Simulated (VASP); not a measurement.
# FeCuSO (P4/nmm) in VASP: a series of runs, part 2 of 2

VASP 6.6.1. Earlier steps stand in the parts before.

### Step 3. Single point, PBE+D3(BJ)

INCAR reads:

```
ALGO = Normal
EDIFF = 1E-6
ENCUT = 700
GGA = PE
GGA_COMPAT = False
ISIF = 2
ISMEAR = -1
IVDW = 12
LASPH = True
LCHARG = False
LREAL = False
LWAVE = False
NBANDS = 57
NELM = 120
PREC = Accurate
SIGMA = 0.1
```

KPOINTS reads:

```
k-points
0
Gamma
  5 5 2
```

POSCAR reads:

```
FeCuSO
1.0
    3.7863880000      0.0000000000      0.0000000000
    0.0000000000      3.7863880000      0.0000000000
    0.0000000000      0.0000000000      8.5646720000
Cu S Fe O
2 2 2 2
Direct
    0.7500000000      0.2500000000      0.5000000000
    0.2500000000      0.7500000000      0.5000000000
    0.2500000000      0.2500000000      0.3442000000
    0.7500000000      0.7500000000      0.6558000000
    0.2500000000      0.7500000000      0.0000000000
    0.7500000000      0.2500000000      0.0000000000
    0.2500000000      0.2500000000      0.9256000000
    0.7500000000      0.7500000000      0.0744000000
```

Potentials or basis: VASP PAW PBE potentials, release 64 (Cu_sv_GW, S, Fe_sv, O).

Launch:

```console
$ cat potpaw_PBE.64/Cu_sv_GW/POTCAR potpaw_PBE.64/S/POTCAR potpaw_PBE.64/Fe_sv/POTCAR potpaw_PBE.64/O/POTCAR > POTCAR
$ mpirun -np 1 vasp_std > vasp.out
```

OUTCAR:

```text
EDIFF = 1E-6
   ENCUT = 700
   GGA = PE
   ISIF = 2
   ISMEAR = -1
   IVDW = 12
   LASPH = True
   LREAL = False
   NELM = 120
   PREC = Accurate
 IVDW          = 12

 ion  position               nearest neighbor table
   1  0.750  0.250  0.500-   3 2.32   4 2.32   4 2.32   3 2.32
   2  0.250  0.750  0.500-   3 2.32   4 2.32   3 2.32   4 2.32
   3  0.250  0.250  0.344-   1 2.32   2 2.32   2 2.32   1 2.32
   4  0.750  0.750  0.656-   1 2.32   2 2.32   1 2.32   2 2.32
   5  0.250  0.750  0.000-   7 2.00   8 2.00   7 2.00   8 2.00
   6  0.750  0.250  0.000-   7 2.00   8 2.00   8 2.00   7 2.00
   7  0.250  0.250  0.926-   5 2.00   6 2.00   5 2.00   6 2.00
   8  0.750  0.750  0.074-   5 2.00   6 2.00   6 2.00   5 2.00

  LATTYP: Found a simple tetragonal cell.
 ALAT       =     3.7863880000
 C/A-ratio  =     2.2619636445

  Lattice vectors:

 A1 = (   3.7863880000,   0.0000000000,   0.0000000000)
 A2 = (   0.0000000000,   3.7863880000,   0.0000000000)
 A3 = (   0.0000000000,   0.0000000000,   8.5646720000)

Analysis of symmetry for initial positions (statically):
=====================================================================
 Subroutine PRICEL returns:
 Original cell was already a primitive cell.

 Routine SETGRP: Setting up the symmetry group for a
 simple tetragonal supercell.

 Subroutine GETGRP returns: Found 16 space group operations
 (whereof  4 operations were pure point group operations)
 out of a pool of 16 trial point group operations.

The static configuration has the point symmetry C_2h.
 The point group associated with its full space group is D_4h.

Analysis of symmetry for dynamics (positions and initial velocities):
=====================================================================
 Subroutine PRICEL returns:
 Original cell was already a primitive cell.

[... 129 lines left out ...]
  Fermi-wavevector in a.u.,A,eV,Ry     =   1.497604  2.830062 30.515407  2.242819
  Thomas-Fermi vector in A             =   2.609471
   LORBIT       =      0    0 simple, 1 ext, 2 COOP (PROOUT), +10 PAW based schemes
   GGA     = PE    functional components
   LHFCALC =     F    Hartree Fock is set to
   AEXX    =    0.0000 exact exchange contribution
   IVDW    =    12    specifies the selected vdW correction
   LEPSILON=     F    determine dielectric tensor
   LRPA    =     F    only Hartree local field effects (RPA)
 non-spin polarized calculation
  energy-cutoff  :      700.00
  volume of cell :      122.79
 maximum number of plane-waves:      5190
 NGX is ok and might be reduce to    36
   NGX = 17   NGY = 17   NGZ = 37

 number of electron      93.9999955 magnetization

 Free energy of the ion-electron system (eV)
  ---------------------------------------------------
  ext. energy  EPLUGINS =         0.00000000
  ---------------------------------------------------
  free energy    TOTEN  =       -43.99576251 eV

  energy without entropy =      -43.57927851  energy(sigma->0) =      -43.78752051

 E-fermi :   4.9180     XC(G=0): -10.4852

 val. band max:        4.8900905913   @ k =   0.0000   0.0000   0.0000
 cond. band min:       4.9314863059   @ k =   0.4000   0.4000   0.5000
 fundamental gap:      0.0413957146
 Fermi energy:         4.9179952249

 k-point     1 :       0.0000    0.0000    0.0000
  band No.  band energies     occupation
      1    -107.5358      2.00000
      2    -107.5310      2.00000
      3     -82.1369      2.00000
      4     -82.1119      2.00000
      5     -64.9398      2.00000
      6     -64.9335      2.00000
[... 709 lines left out ...]
     56      10.3999      0.00000
     57      11.2315      0.00000

------------------------ aborting loop because EDIFF is reached ----------------------------------------

 Edisp (eV)   -1.99446

 E8    (eV) :    -0.7809

  FORCE on cell =-STRESS in cart. coord.  units (eV):
  Direction    XX          YY          ZZ          XY          YZ          ZX
  --------------------------------------------------------------------------------------
  -------------------------------------------------------------------------------------
  Total     -11.24247   -11.24247    -5.30986     0.00000    -0.00000    -0.00000
  in kB    -146.69364  -146.69364   -69.28398     0.00000    -0.00000    -0.00000
  external pressure =     -120.89 kB  Pullay stress =        0.00 kB

 VOLUME and BASIS-vectors are now :
 -----------------------------------------------------------------------------
  energy-cutoff  :      700.00
  volume of cell :      122.79
      direct lattice vectors                 reciprocal lattice vectors
     3.786388000  0.000000000  0.000000000     0.264103943  0.000000000  0.000000000
     0.000000000  3.786388000  0.000000000     0.000000000  0.264103943  0.000000000
     0.000000000  0.000000000  8.564672000     0.000000000  0.000000000  0.116758704

 POSITION                                       TOTAL-FORCE (eV/Angst)
 -----------------------------------------------------------------------------------
      2.83979      0.94660      4.28234         0.000000     -0.000000     -0.000000
      0.94660      2.83979      4.28234        -0.000000      0.000000      0.000000
      0.94660      0.94660      2.94796         0.000000     -0.000000     -0.141638
      2.83979      2.83979      5.61671         0.000000     -0.000000      0.141638
      0.94660      2.83979      0.00000         0.000000     -0.000000     -0.000000
      2.83979      0.94660      0.00000        -0.000000     -0.000000      0.000000
      0.94660      0.94660      7.92746         0.000000     -0.000000      0.827203
      2.83979      2.83979      0.63721        -0.000000     -0.000000     -0.827203
 -----------------------------------------------------------------------------------
    total drift:                                0.000000      0.000000      0.000000

  FREE ENERGIE OF THE ION-ELECTRON SYSTEM (eV)
  ---------------------------------------------------
  free  energy   TOTEN  =       -45.9902221148 eV

  energy  without entropy=      -45.5737381172  energy(sigma->0) =      -45.78198012
```

OSZICAR:

```text
N       E                     dE             d eps       ncg     rms          rms(c)
DAV:   1     0.216999842797E+04    0.21700E+04   -0.64316E+04  2092   0.388E+03
DAV:   2     0.232011567934E+03   -0.19380E+04   -0.18841E+04  2168   0.122E+03
DAV:   3    -0.282987700574E+02   -0.26031E+03   -0.25060E+03  2532   0.519E+02
DAV:   4    -0.519814780810E+02   -0.23683E+02   -0.22970E+02  2712   0.190E+02
[... 13 lines left out ...]
DAV:  18    -0.439958638838E+02    0.31359E-03   -0.44454E-04  2576   0.321E-01    0.175E-01
DAV:  19    -0.439958203544E+02    0.43529E-04   -0.32832E-05  2096   0.469E-02    0.139E-01
DAV:  20    -0.439957760808E+02    0.44274E-04   -0.53214E-05  2088   0.107E-01    0.595E-02
DAV:  21    -0.439957629622E+02    0.13119E-04   -0.37457E-05  1936   0.467E-02    0.112E-02
DAV:  22    -0.439957625106E+02    0.45158E-06   -0.25648E-06  1232   0.304E-02
   1 F= -.45990222E+02 E0= -.45781980E+02  d E =-.416484E+00
```

It took 4.7 min on 1 thread of Intel Xeon Platinum 8375C at 2.90GHz (Ice Lake), shared host; peak memory 0.39 GiB.

What came out:

```
Free energy                : -45.9902 eV
Pressure                   : -12.1 GPa
Largest force              : 0.827 eV/Å
Band gap on the k mesh     : zero (bands 47 and 48 overlap by 0.68 eV)
Dispersion energy per atom : -0.249 eV
```

Forces on the atoms (eV/Å):
```
Cu   0.000  0.000  0.000
Cu   0.000  0.000  0.000
S    0.000  0.000 -0.142
S    0.000  0.000  0.142
Fe   0.000  0.000  0.000
Fe   0.000  0.000  0.000
O    0.000  0.000  0.827
O    0.000  0.000 -0.827
```

Stress tensor (GPa, compression positive):
```
-14.67   0.00   0.00
  0.00 -14.67   0.00
  0.00   0.00  -6.93
```

Caveat: the k points lie up to 0.37 Å⁻¹ apart, too coarse for converged energies and pressures of a metal; the run has no spin polarisation, though such a crystal can be magnetic; semilocal functionals often make such compounds metallic where correlation or magnetic order opens a gap, which also shifts bond lengths. With open d or f shells a metallic result of PBE can be an artefact of self-interaction; +U or a hybrid may open a gap.
